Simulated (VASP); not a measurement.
# Cu (Pm-3m) in VASP: further runs, part 2 of 3

VASP 6.6.1. The steps go on from the part before.

**3. Single point, r2SCAN**

This run uses another cell than the first one, of 11.25 Å³/atom, 1.054 times its volume.

POSCAR

```
Cu
1.0
    2.2404494859      0.0000000000      0.0000000000
    0.0000000000      2.2404494859      0.0000000000
    0.0000000000      0.0000000000      2.2404494859
Cu
1
Direct
    0.0000000000      0.0000000000      0.0000000000
```

INCAR.step1

```
PREC = Accurate
ENCUT = 520
ISMEAR = -1
SIGMA = 0.1
LREAL = False
LASPH = True
NELM = 60
NBANDS = 12
GGA = PE
ALGO = Normal
EDIFF = 1E-4
LWAVE = True
LCHARG = False
```

INCAR.step2

```
PREC = Accurate
ENCUT = 520
EDIFF = 1E-7
ISMEAR = -1
SIGMA = 0.1
LREAL = False
LASPH = True
NELM = 60
ALGO = Normal
ISIF = 2
LWAVE = False
LCHARG = False
METAGGA = R2SCAN
LMIXTAU = True
NBANDS = 12
ISTART = 1
```

KPOINTS

```
regular mesh
0
Gamma
  10 10 10
```

Potentials or basis: VASP PAW PBE potentials, release 64 (Cu).

Run with:

```
cat potpaw_PBE.64/Cu/POTCAR > POTCAR
cp INCAR.step1 INCAR
mpirun -np 1 vasp_std > vasp.out
cp INCAR.step2 INCAR
mpirun -np 1 vasp_std > vasp.out
```

OUTCAR:

```text
PREC = Accurate
   ENCUT = 520
   EDIFF = 1E-7
   ISMEAR = -1
   LREAL = False
   LASPH = True
   NELM = 60
   ISIF = 2
   METAGGA = R2SCAN
   ISTART = 1

 ion  position               nearest neighbor table
   1  0.000  0.000  0.000-

  LATTYP: Found a simple cubic cell.
 ALAT       =     2.2404494859

  Lattice vectors:

 A1 = (   2.2404494859,   0.0000000000,   0.0000000000)
 A2 = (   0.0000000000,   2.2404494859,   0.0000000000)
 A3 = (   0.0000000000,   0.0000000000,   2.2404494859)

Analysis of symmetry for initial positions (statically):
=====================================================================
 Subroutine PRICEL returns:
 Original cell was already a primitive cell.

 Routine SETGRP: Setting up the symmetry group for a
 simple cubic supercell.

 Subroutine GETGRP returns: Found 48 space group operations
 (whereof 48 operations were pure point group operations)
 out of a pool of 48 trial point group operations.

The static configuration has the point symmetry O_h .

Analysis of symmetry for dynamics (positions and initial velocities):
=====================================================================
 Subroutine PRICEL returns:
 Original cell was already a primitive cell.

 Routine SETGRP: Setting up the symmetry group for a
 simple cubic supercell.

 Subroutine GETGRP returns: Found 48 space group operations
 (whereof 48 operations were pure point group operations)
 out of a pool of 48 trial point group operations.

The dynamic configuration has the point symmetry O_h .

 Subroutine INISYM returns: Found 48 space group operations
 (whereof 48 operations are pure point group operations),
 and found     1 'primitive' translations

----------------------------------------------------------------------------------------

                                     Primitive cell

  volume of cell :      11.2462

  direct lattice vectors                    reciprocal lattice vectors
     2.240449486  0.000000000  0.000000000     0.446339008  0.000000000  0.000000000
     0.000000000  2.240449486  0.000000000     0.000000000  0.446339008  0.000000000
     0.000000000  0.000000000  2.240449486     0.000000000  0.000000000  0.446339008

  length of vectors
     2.240449486  2.240449486  2.240449486     0.446339008  0.446339008  0.446339008

  position of ions in fractional coordinates (direct lattice)
     0.000000000  0.000000000  0.000000000

  ion indices of the primitive-cell ions
   primitive index   ion index
                 1           1

----------------------------------------------------------------------------------------

 KPOINTS: regular mesh

Automatic generation of k-mesh.
 Grid dimensions read from file:
 generate k-points for:   10   10   10

 Generating k-lattice:

  Cartesian coordinates                     Fractional coordinates (reciprocal lattice)
     0.044633901  0.000000000  0.000000000     0.100000000  0.000000000  0.000000000
     0.000000000  0.044633901  0.000000000     0.000000000  0.100000000  0.000000000
     0.000000000  0.000000000  0.044633901     0.000000000  0.000000000  0.100000000

  Length of vectors
     0.044633901  0.044633901  0.044633901

  Shift w.r.t. Gamma in fractional coordinates (k-lattice)
     0.000000000  0.000000000  0.000000000

 Subroutine IBZKPT returns following result:
 ===========================================

 Found     56 irreducible k-points:

 Following reciprocal coordinates:
            Coordinates               Weight
  0.000000  0.000000  0.000000      1.000000
  0.100000  0.000000  0.000000      6.000000
  0.200000  0.000000  0.000000      6.000000
  0.300000  0.000000  0.000000      6.000000
  0.400000  0.000000  0.000000      6.000000
  0.500000  0.000000  0.000000      3.000000
[... 16 lines left out ...]
  0.200000  0.100000  0.100000     24.000000
  0.300000  0.100000  0.100000     24.000000
 [... further k-points ...]
   k-points           NKPTS =     56   k-points in BZ     NKDIM =     56   number of bands    NBANDS=     12
   number of dos      NEDOS =    301   number of ions     NIONS =      1
   total plane-waves  NPLWV =   5832
   dimension x,y,z NGX =    18 NGY =   18 NGZ =   18
   dimension x,y,z NGXF=    36 NGYF=   36 NGZF=   36
   ions per type =               1
   NGX,Y,Z   is equivalent  to a cutoff of  13.36, 13.36, 13.36 a.u.
   NGXF,Y,Z  is equivalent  to a cutoff of  26.71, 26.71, 26.71 a.u.
 SYSTEM =  unknown system
   PREC   = accura    normal or accurate (medium, high low for compatibility)
   ISTART =      1    job   : 0-new  1-cont  2-samecut
   ICHARG =      0    charge: 1-file 2-atom 10-const
   ISPIN  =      1    spin polarized calculation?
   LNONCOLLINEAR =      F non collinear calculations
   LSORBIT =      F    spin-orbit coupling
   LASPH  =      T    aspherical Exc in radial PAW
   ENCUT  =  520.0 eV  38.22 Ry    6.18 a.u.   4.17  4.17  4.17*2*pi/ulx,y,z
   NELM   =     60;   NELMIN=  2; NELMDL=  0     # of ELM steps
   EDIFF  = 0.1E-06   stopping-criterion for ELM
   LREAL  =      F    real-space projection
   EDIFFG = 0.1E-05   stopping-criterion for IOM
   NSW    =      0    number of steps for IOM
   IBRION =     -1    ionic relax: 0-MD 1-quasi-New 2-CG
   NFREE  =      0    steps in history (QN), initial steepest desc. (CG)
   ISIF   =      2    stress and relaxation
   ISYM   =      2    0-nonsym 1-usesym 2-fastsym
   POTIM  = 0.5000    time-step for ionic-motion
   TEBEG  =    0.0;   TEEND  =   0.0 temperature during run
   PSTRESS=    0.0 pullay stress
   NELECT =      11.0000    total number of electrons
   NUPDOWN=      -1.0000    fix difference up-down
   EMIN   =  10.00;   EMAX   =-10.00  energy-range for DOS
   EFERMI =   0.00;   METHOD = LEGACY
   ISMEAR =    -1;   SIGMA  =   0.10  broadening in eV -4-tet -1-fermi 0-gaus
   EFERMI_NEDOS =   21; number of points for ismear=-14 and -15
   IALGO  =     38    algorithm
   IMIX   =      4    mixing-type and parameters
     AMIX     =   0.40;   BMIX     =  1.00
     AMIX_MAG =   1.60;   BMIX_MAG =  1.00
  volume/ion in A,a.u.               =      11.25        75.89
  Fermi-wavevector in a.u.,A,eV,Ry     =   1.625064  3.070926 35.930731  2.640834
  Thomas-Fermi vector in A             =   2.718249
   LORBIT       =      0    0 simple, 1 ext, 2 COOP (PROOUT), +10 PAW based schemes
   METAGGA = R2SCAN    functional components
   LHFCALC =     F    Hartree Fock is set to
   AEXX    =    0.0000 exact exchange contribution
   IVDW    =     0    specifies the selected vdW correction
   LEPSILON=     F    determine dielectric tensor
   LRPA    =     F    only Hartree local field effects (RPA)
 non-spin polarized calculation
  energy-cutoff  :      520.00
  volume of cell :       11.25
 maximum number of plane-waves:       320
 NGX is ok and might be reduce to    18
   NGX =  9   NGY =  9   NGZ =  9

 number of electron      11.0000022 magnetization

 Free energy of the ion-electron system (eV)
  ---------------------------------------------------
  ext. energy  EPLUGINS =         0.00000000
  ---------------------------------------------------
  free energy    TOTEN  =       -10.15909123 eV

  energy without entropy =      -10.15310420  energy(sigma->0) =      -10.15609771

 E-fermi :   7.9960     XC(G=0): -13.9002

 val. band max:        7.6100522714   @ k =   0.5000   0.1000   0.1000
 cond. band min:       8.0303402221   @ k =   0.4000   0.3000   0.0000
 fundamental gap:      0.4202879507
 Fermi energy:         7.9959671932

 k-point     1 :       0.0000    0.0000    0.0000
  band No.  band energies     occupation
      1      -1.8672      2.00000
      2       2.9526      2.00000
      3       2.9526      2.00000
      4       6.4015      2.00000
      5       6.4015      2.00000
      6       6.4015      2.00000
      7      28.8196      0.00000
      8      28.8196      0.00000
      9      28.8196      0.00000
     10      32.5145      0.00000
     11      32.5145      0.00000
     12      37.8996      0.00000
[... 331 lines left out ...]
 k-point    24 :       0.3000    0.1000    0.1000
  band No.  band energies     occupation
      1       1.3268      2.00000
      2       3.4904      2.00000
      3       4.1592      2.00000
      4       5.5215      2.00000
      5       5.8304      2.00000
      6       6.2585      2.00000
      7      16.7118      0.00000
      8      28.0332      0.00000
      9      29.0929      0.00000
     10      37.6230      0.00000
     11      39.4752      0.00000
     12      40.6484      0.00000

 [... further k-points ...]

------------------------ aborting loop because EDIFF is reached ----------------------------------------

  FORCE on cell =-STRESS in cart. coord.  units (eV):
  Direction    XX          YY          ZZ          XY          YZ          ZX
  --------------------------------------------------------------------------------------
  -------------------------------------------------------------------------------------
  Total        2.1523339      2.1523339      2.1523339     -0.0000000     -0.0000000      0.0000000
  in kB      306.6300866    306.6300866    306.6300866     -0.0000000     -0.0000000      0.0000000
  external PRESSURE =     306.6300866 kB  Pullay stress =       0.0000000 kB

 VOLUME and BASIS-vectors are now :
 -----------------------------------------------------------------------------
  energy-cutoff  :      520.00
  volume of cell :       11.25
      direct lattice vectors                 reciprocal lattice vectors
     2.240449486  0.000000000  0.000000000     0.446339008  0.000000000  0.000000000
     0.000000000  2.240449486  0.000000000     0.000000000  0.446339008  0.000000000
     0.000000000  0.000000000  2.240449486     0.000000000  0.000000000  0.446339008

 POSITION                                       TOTAL-FORCE (eV/Angst)
 -----------------------------------------------------------------------------------
      0.00000      0.00000      0.00000         0.000000      0.000000      0.000000
 -----------------------------------------------------------------------------------
    total drift:                               -0.000000      0.000000      0.000000

  FREE ENERGIE OF THE ION-ELECTRON SYSTEM (eV)
  ---------------------------------------------------
  free  energy   TOTEN  =       -10.1590912306 eV

  energy  without entropy=      -10.1531041963  energy(sigma->0) =      -10.15609771
```

OSZICAR.step1:

```text
N       E                     dE             d eps       ncg     rms          rms(c)
DAV:   1     0.441888651904E+02    0.44189E+02   -0.53892E+03  1492   0.155E+03
DAV:   2    -0.238386915858E+01   -0.46573E+02   -0.42551E+02  1396   0.208E+02
DAV:   3    -0.376433145515E+01   -0.13805E+01   -0.13686E+01  1536   0.400E+01
DAV:   4    -0.377271742994E+01   -0.83860E-02   -0.83851E-02  1488   0.281E+00
DAV:   5    -0.377279611952E+01   -0.78690E-04   -0.78689E-04  1560   0.282E-01    0.726E+00
DAV:   6    -0.329307124960E+01    0.47972E+00   -0.10287E+01  1520   0.641E+01    0.309E+00
DAV:   7    -0.302255603131E+01    0.27052E+00   -0.15395E+00  1536   0.249E+01    0.536E-01
DAV:   8    -0.301096780709E+01    0.11588E-01   -0.72209E-03  1636   0.162E+00    0.387E-01
DAV:   9    -0.300837679892E+01    0.25910E-02   -0.14042E-02  1612   0.211E+00    0.444E-02
DAV:  10    -0.300835788510E+01    0.18914E-04   -0.12467E-04   916   0.214E-01
   1 F= -.30083579E+01 E0= -.30052138E+01  d E =-.628808E-02
```

Wall time 15 s (1 thread of Intel Xeon 6975P-C (Granite Rapids), shared host); peak memory 0.12 GiB.

Results:

| Property | Result |
| --- | --- |
| Free energy | -10.1591 eV |
| Pressure | 30.7 GPa |

Caveat: the PAW data sets were made with another functional, which shifts forces and pressure a little.

[end of part 2 of 3]
